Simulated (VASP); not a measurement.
# BaMnO3 (Pm-3m) in VASP: further runs

The runs below take BaMnO3 through single point, with LDA+U.

Program: VASP 6.6.1. These are calculated values, not measurements. Logs are shortened: lines on timing, memory, paths and dates and some standing lists are left out, and cuts for length are marked.

### Step 1. The cell of the first run

It takes space group Pm-3m (No. 221, cubic). The conventional cell has a = 4.033 Å, b = 4.033 Å, c = 4.033 Å, α = 90.00°, β = 90.00°, γ = 90.00°. Within 3.8 Å of Ba (site symmetry m-3m) lie 12 O at 2.85 Å and 8 Mn at 3.49 Å. Within 2.7 Å of Mn (site symmetry m-3m) lie 6 O at 2.02 Å. Within 2.7 Å of O (site symmetry 4/mmm) lie 2 Mn at 2.02 Å.

### Step 2. Single point, LDA+U, collinear spin, ferromagnetic start

Input file INCAR:

```
PREC = Accurate ; ENCUT = 600
EDIFF = 1E-6 ; ISMEAR = -1
SIGMA = 0.1 ; LREAL = F
LASPH = T ; NELM = 200
ALGO = Normal ; ISIF = 2
LWAVE = F ; LCHARG = F
ISPIN = 2 ; MAGMOM = 0 4 0 0 0
LORBIT = 11 ; LMAXMIX = 4
LDAU = T ; LDAUTYPE = 2
LDAUL = -1 2 -1 ; LDAUU = 0 1.5 0
LDAUJ = 0 0 0 ; LDAUPRINT = 1
NBANDS = 32 ; GGA_COMPAT = F
```

Input file KPOINTS:

```
regular mesh
0
Gamma
  5 5 5
```

Input file POSCAR:

```
BaMnO3
1.0
    4.0333100000      0.0000000000      0.0000000000
    0.0000000000      4.0333100000      0.0000000000
    0.0000000000      0.0000000000      4.0333100000
Ba Mn O
1 1 3
Direct
    0.5000000000      0.5000000000      0.5000000000
    0.0000000000      0.0000000000      0.0000000000
    0.5000000000      0.0000000000      0.0000000000
    0.0000000000      0.0000000000      0.5000000000
    0.0000000000      0.5000000000      0.0000000000
```

Potentials or basis: VASP PAW LDA potentials, release 64 (Ba_sv, Mn_pv, O).

Launch:

```console
cat potpaw_LDA.64/Ba_sv/POTCAR potpaw_LDA.64/Mn_pv/POTCAR potpaw_LDA.64/O/POTCAR > POTCAR
mpirun -np 1 vasp_std > vasp.out
```

OUTCAR:

```text
PREC = Accurate
   ENCUT = 600
   EDIFF = 1E-6
   ISMEAR = -1
   LREAL = F
   LASPH = T
   NELM = 200
   ISIF = 2
   ISPIN = 2
   LORBIT = 11

 ion  position               nearest neighbor table
   1  0.500  0.500  0.500-   3 2.85   4 2.85   5 2.85   3 2.85   5 2.85   3 2.85   4 2.85   3 2.85
                             4 2.85   5 2.85   5 2.85   4 2.85   2 3.49   2 3.49   2 3.49   2 3.49
   2  0.000  0.000  0.000-   3 2.02   4 2.02   5 2.02   4 2.02   5 2.02   3 2.02   1 3.49   1 3.49
                             1 3.49   1 3.49   1 3.49   1 3.49   1 3.49   1 3.49
   3  0.500  0.000  0.000-   2 2.02   2 2.02   1 2.85   1 2.85   1 2.85   1 2.85
   4  0.000  0.000  0.500-   2 2.02   2 2.02   1 2.85   1 2.85   1 2.85   1 2.85
   5  0.000  0.500  0.000-   2 2.02   2 2.02   1 2.85   1 2.85   1 2.85   1 2.85

  LATTYP: Found a simple cubic cell.
 ALAT       =     4.0333100000

  Lattice vectors:

 A1 = (   4.0333100000,   0.0000000000,   0.0000000000)
 A2 = (   0.0000000000,   4.0333100000,   0.0000000000)
 A3 = (   0.0000000000,   0.0000000000,   4.0333100000)

Analysis of symmetry for initial positions (statically):
=====================================================================
 Subroutine PRICEL returns:
 Original cell was already a primitive cell.

 Routine SETGRP: Setting up the symmetry group for a
 simple cubic supercell.

 Subroutine GETGRP returns: Found 48 space group operations
 (whereof 48 operations were pure point group operations)
 out of a pool of 48 trial point group operations.

The static configuration has the point symmetry O_h .

Analysis of symmetry for dynamics (positions and initial velocities):
=====================================================================
 Subroutine PRICEL returns:
 Original cell was already a primitive cell.

 Routine SETGRP: Setting up the symmetry group for a
 simple cubic supercell.

 Subroutine GETGRP returns: Found 48 space group operations
 (whereof 48 operations were pure point group operations)
 out of a pool of 48 trial point group operations.

The dynamic configuration has the point symmetry O_h .

Analysis of structural, dynamic, and magnetic symmetry:
=====================================================================
 Subroutine PRICEL returns:
 Original cell was already a primitive cell.

 Routine SETGRP: Setting up the symmetry group for a
 simple cubic supercell.

 Subroutine GETGRP returns: Found 48 space group operations
 (whereof 48 operations were pure point group operations)
 out of a pool of 48 trial point group operations.

The overall configuration has the point symmetry O_h .

 Subroutine INISYM returns: Found 48 space group operations
 (whereof 48 operations are pure point group operations),
 and found     1 'primitive' translations

----------------------------------------------------------------------------------------

                                     Primitive cell

  volume of cell :      65.6122

  direct lattice vectors                    reciprocal lattice vectors
     4.033310000  0.000000000  0.000000000     0.247935319  0.000000000  0.000000000
     0.000000000  4.033310000  0.000000000     0.000000000  0.247935319  0.000000000
     0.000000000  0.000000000  4.033310000     0.000000000  0.000000000  0.247935319

  length of vectors
     4.033310000  4.033310000  4.033310000     0.247935319  0.247935319  0.247935319

  position of ions in fractional coordinates (direct lattice)
     0.500000000  0.500000000  0.500000000
     0.000000000  0.000000000  0.000000000
     0.500000000  0.000000000  0.000000000
     0.000000000  0.000000000  0.500000000
     0.000000000  0.500000000  0.000000000

  ion indices of the primitive-cell ions
   primitive index   ion index
                 1           1
                 2           2
                 3           3
                 4           4
[... 80 lines left out ...]
  Fermi-wavevector in a.u.,A,eV,Ry     =   1.399613  2.644884 26.652663  1.958915
  Thomas-Fermi vector in A             =   2.522655
   LORBIT       =     11    0 simple, 1 ext, 2 COOP (PROOUT), +10 PAW based schemes
 LDA+U is selected, type is set to LDAUTYPE =  2
   angular momentum for each species LDAUL =    -1    2   -1
   U (eV)           for each species LDAUU =   0.0  1.5  0.0
   J (eV)           for each species LDAUJ =   0.0  0.0  0.0
   GGA     = CA    functional components
   LHFCALC =     F    Hartree Fock is set to
   AEXX    =    0.0000 exact exchange contribution
   IVDW    =     0    specifies the selected vdW correction
   LEPSILON=     F    determine dielectric tensor
   LRPA    =     F    only Hartree local field effects (RPA)
 spin polarized calculation
  energy-cutoff  :      600.00
  volume of cell :       65.61
 maximum number of plane-waves:      2221
   NGX = 17   NGY = 17   NGZ = 17

atom =   2  type =  2  l = 2

 onsite density matrix

spin component  1

  0.9275  0.0000  0.0000 -0.0000 -0.0000
  0.0000  0.9275  0.0000  0.0000  0.0000
  0.0000  0.0000  0.5861  0.0000 -0.0000
 -0.0000  0.0000  0.0000  0.9275 -0.0000
 -0.0000  0.0000 -0.0000 -0.0000  0.5861

spin component  2

  0.1263 -0.0000 -0.0000 -0.0000  0.0000
 -0.0000  0.1263 -0.0000 -0.0000 -0.0000
 -0.0000 -0.0000  0.2503 -0.0000 -0.0000
 -0.0000 -0.0000 -0.0000  0.1263 -0.0000
  0.0000 -0.0000 -0.0000 -0.0000  0.2503

 occupancies and eigenvectors

  o =  0.1263  v =  0.0000  0.0000  0.0000  0.0000  0.0000  0.0000  0.9999  0.0000 -0.0153  0.0000      0.0000  0.0000  0.0000  0.0000  0.0000  0.0000  0.0000  0.0000  0.0000  0.0000
  o =  0.1263  v =  0.0000  0.0000  0.0000  0.0000  0.0000  0.0000 -0.0153  0.0000 -0.9999  0.0000      0.0000  0.0000  0.0000  0.0000  0.0000  0.0000  0.0000  0.0000  0.0000  0.0000
  o =  0.1263  v =  0.0000  0.0000  0.0000  0.0000  0.0000  1.0000  0.0000  0.0000  0.0000  0.0000      0.0000  0.0000  0.0000  0.0000  0.0000  0.0000  0.0000  0.0000  0.0000  0.0000
  o =  0.2503  v =  0.0000  0.0000  0.0000  0.0000  0.0000  0.0000  0.0000  1.0000  0.0000  0.0095      0.0000  0.0000  0.0000  0.0000  0.0000  0.0000  0.0000  0.0000  0.0000  0.0000
  o =  0.2503  v =  0.0000  0.0000  0.0000  0.0000  0.0000  0.0000 -0.0000 -0.0095 -0.0000  1.0000      0.0000  0.0000  0.0000  0.0000  0.0000  0.0000  0.0000  0.0000  0.0000  0.0000
  o =  0.5861  v =  0.0000  0.0000 -0.9998  0.0000 -0.0181  0.0000  0.0000  0.0000  0.0000  0.0000      0.0000  0.0000  0.0000  0.0000  0.0000  0.0000  0.0000  0.0000  0.0000  0.0000
  o =  0.5861  v =  0.0000 -0.0000  0.0181  0.0000 -0.9998  0.0000  0.0000  0.0000  0.0000  0.0000      0.0000  0.0000  0.0000  0.0000  0.0000  0.0000  0.0000  0.0000  0.0000  0.0000
  o =  0.9275  v =  1.0000  0.0000  0.0000  0.0000  0.0000  0.0000  0.0000  0.0000  0.0000  0.0000      0.0000  0.0000  0.0000  0.0000  0.0000  0.0000  0.0000  0.0000  0.0000  0.0000
  o =  0.9275  v =  0.0000 -0.0102  0.0000  0.9999  0.0000  0.0000  0.0000  0.0000  0.0000  0.0000      0.0000  0.0000  0.0000  0.0000  0.0000  0.0000  0.0000  0.0000  0.0000  0.0000
  o =  0.9275  v =  0.0000 -0.9999 -0.0000 -0.0102  0.0000  0.0000  0.0000  0.0000  0.0000  0.0000      0.0000  0.0000  0.0000  0.0000  0.0000  0.0000  0.0000  0.0000  0.0000  0.0000

 number of electron      41.0000030 magnetization       3.1422653

 Free energy of the ion-electron system (eV)
  ---------------------------------------------------
  ext. energy  EPLUGINS =         0.00000000
  ---------------------------------------------------
  free energy    TOTEN  =       -38.90574999 eV

  energy without entropy =      -38.78887653  energy(sigma->0) =      -38.84731326

 E-fermi :   2.7213     XC(G=0): -11.6050

 val. band max:        2.6574535310   @ k =   0.4000   0.0000   0.0000
 cond. band min:       2.7216438564   @ k =   0.4000   0.4000   0.4000
 fundamental gap:      0.0641903254
 Fermi energy:         2.7213477792

 spin component 1

 k-point     1 :       0.0000    0.0000    0.0000
  band No.  band energies     occupation
      1     -46.7803      1.00000
      2     -46.7803      1.00000
      3     -46.7803      1.00000
      4     -21.8445      1.00000
      5     -14.1028      1.00000
      6     -13.1199      1.00000
[... 339 lines left out ...]
     31      16.3380      0.00000
     32      16.7204      0.00000
 Fermi energy:         2.7213477792

 spin component 2

 k-point     1 :       0.0000    0.0000    0.0000
  band No.  band energies     occupation
      1     -43.6130      1.00000
      2     -43.6130      1.00000
      3     -43.6130      1.00000
      4     -21.8406      1.00000
      5     -14.0705      1.00000
      6     -13.0658      1.00000
[... 339 lines left out ...]
     31      16.6329      0.00000
     32      17.1132      0.00000

------------------------ aborting loop because EDIFF is reached ----------------------------------------

  FORCE on cell =-STRESS in cart. coord.  units (eV):
  Direction    XX          YY          ZZ          XY          YZ          ZX
  --------------------------------------------------------------------------------------
  -------------------------------------------------------------------------------------
  Total       -6.5724703     -6.5724703     -6.5724703     -0.0000000     -0.0000000      0.0000000
  in kB     -160.4923760   -160.4923760   -160.4923760     -0.0000000     -0.0000000      0.0000000
  external PRESSURE =    -160.4923760 kB  Pullay stress =       0.0000000 kB

 VOLUME and BASIS-vectors are now :
 -----------------------------------------------------------------------------
  energy-cutoff  :      600.00
  volume of cell :       65.61
      direct lattice vectors                 reciprocal lattice vectors
     4.033310000  0.000000000  0.000000000     0.247935319  0.000000000  0.000000000
     0.000000000  4.033310000  0.000000000     0.000000000  0.247935319  0.000000000
     0.000000000  0.000000000  4.033310000     0.000000000  0.000000000  0.247935319

 POSITION                                       TOTAL-FORCE (eV/Angst)
 -----------------------------------------------------------------------------------
      2.01666      2.01666      2.01666         0.000000      0.000000      0.000000
      0.00000      0.00000      0.00000         0.000000      0.000000      0.000000
      2.01666      0.00000      0.00000         0.000000      0.000000      0.000000
      0.00000      0.00000      2.01666         0.000000      0.000000      0.000000
      0.00000      2.01666      0.00000         0.000000      0.000000      0.000000
 -----------------------------------------------------------------------------------
    total drift:                                0.000000      0.000000     -0.000000

  FREE ENERGIE OF THE ION-ELECTRON SYSTEM (eV)
  ---------------------------------------------------
  free  energy   TOTEN  =       -38.9057499877 eV

  energy  without entropy=      -38.7888765324  energy(sigma->0) =      -38.84731326

 total charge

# of ion       s       p       d       tot
------------------------------------------
    1        2.003   5.625   0.314   7.941
    2        0.281   6.317   4.807  11.405
    3        1.549   3.368   0.000   4.917
    4        1.549   3.368   0.000   4.917
    5        1.549   3.368   0.000   4.917
--------------------------------------------------
tot          6.930  22.045   5.121  34.096

 magnetization (x)

# of ion       s       p       d       tot
------------------------------------------
    1        0.001  -0.004   0.009   0.006
    2        0.011   0.009   3.073   3.093
    3        0.003  -0.022   0.000  -0.019
    4        0.003  -0.022   0.000  -0.019
    5        0.003  -0.022   0.000  -0.019
--------------------------------------------------
tot          0.021  -0.061   3.082   3.042
```

It took 43 s on 1 thread of AMD EPYC 7R43 (Zen 3), shared host; peak memory 0.16 GiB.

Results:

```
Free energy                                           : -38.9057 eV
Pressure                                              : -16.0 GPa
Net moment                                            : 3.14 μB per cell
Site moments                                          : Ba +0.01; Mn +3.09; O -0.02 μB
Valence electrons inside the program's atomic spheres : Ba 7.94; Mn 11.40; O 4.92
```

Eigenvalues of the final occupation matrices:
| site | spin | trace | eigenvalues |
| --- | --- | --- | --- |
| site 2 d | 1 | 3.95 | 0.59 0.59 0.93 0.93 0.93 |
| site 2 d | 2 | 0.88 | 0.13 0.13 0.13 0.25 0.25 |

Caveat: the cell stands under tension; spin-orbit coupling is left out, which moves the levels of the heavy elements; a cell with one magnetic atom can't hold antiferromagnetic order, which such compounds often take. The state reached can hang on the start; a lower one may exist.

### Step 3. Single point, LDA+U, collinear spin, ferromagnetic start

Input file INCAR:

```
PREC = Accurate ; ENCUT = 600
EDIFF = 1E-6 ; ISMEAR = -1
SIGMA = 0.1 ; LREAL = False
LASPH = True ; NELM = 200
ALGO = Normal ; ISIF = 2
LWAVE = False ; LCHARG = False
ISPIN = 2 ; MAGMOM = 0 4 0 0 0
LORBIT = 11 ; LMAXMIX = 4
LDAU = True ; LDAUTYPE = 2
LDAUL = -1 2 -1 ; LDAUU = 0 3 0
LDAUJ = 0 0 0 ; LDAUPRINT = 1
GGA = CA ; NBANDS = 32
GGA_COMPAT = False
```

KPOINTS is that of step 2.

POSCAR is that of step 2.

Potentials or basis: VASP PAW LDA potentials, release 64 (Ba_sv, Mn_pv, O).

Launch:

```console
cat potpaw_LDA.64/Ba_sv/POTCAR potpaw_LDA.64/Mn_pv/POTCAR potpaw_LDA.64/O/POTCAR > POTCAR
mpirun -np 1 vasp_std > vasp.out
```

It took 47 s on 1 thread of AMD EPYC 7R43 (Zen 3), shared host; peak memory 0.16 GiB.

Results (log left out):

```
Free energy                                           : -37.9294 eV
Pressure                                              : -13.4 GPa
Net moment                                            : 3.17 μB per cell
Site moments                                          : Ba +0.01; Mn +3.41; O -0.10 μB
Valence electrons inside the program's atomic spheres : Ba 7.95; Mn 11.40; O 4.92
```

Levels at points of the mesh, in eV from the Fermi level:
Spin up:
| k point | band 19 | band 20 | band 21 | band 22 | band 23 | band 24 | band 25 | band 26 | band 27 | band 28 |
| --- | --- | --- | --- | --- | --- | --- | --- | --- | --- | --- |
| (0.00, 0.00, 0.00) | -0.93 | -0.93 | -0.93 | -0.09 | -0.09 | -0.09 | 5.14 | 5.14 | 6.67 | 8.15 |
Spin down:
```
           k point  band 15  band 16  band 17  band 18  band 19  band 20  band 21  band 22  band 23  band 24
(0.00, 0.00, 0.00)    -0.99    -0.99    -0.22    -0.22    -0.22     2.11     2.11     2.11     2.83     2.83
```

Eigenvalues of the final occupation matrices:
```csv
site,spin,trace,eigenvalues
site 2 d,1,4.11,0.63 0.63 0.95 0.95 0.95
site 2 d,2,0.72,0.09 0.09 0.09 0.22 0.22
```

Caveat: the cell stands under tension; spin-orbit coupling is left out, which moves the levels of the heavy elements; a cell with one magnetic atom can't hold antiferromagnetic order, which such compounds often take. The state reached can hang on the start; a lower one may exist.

[end of part 1 of 2]
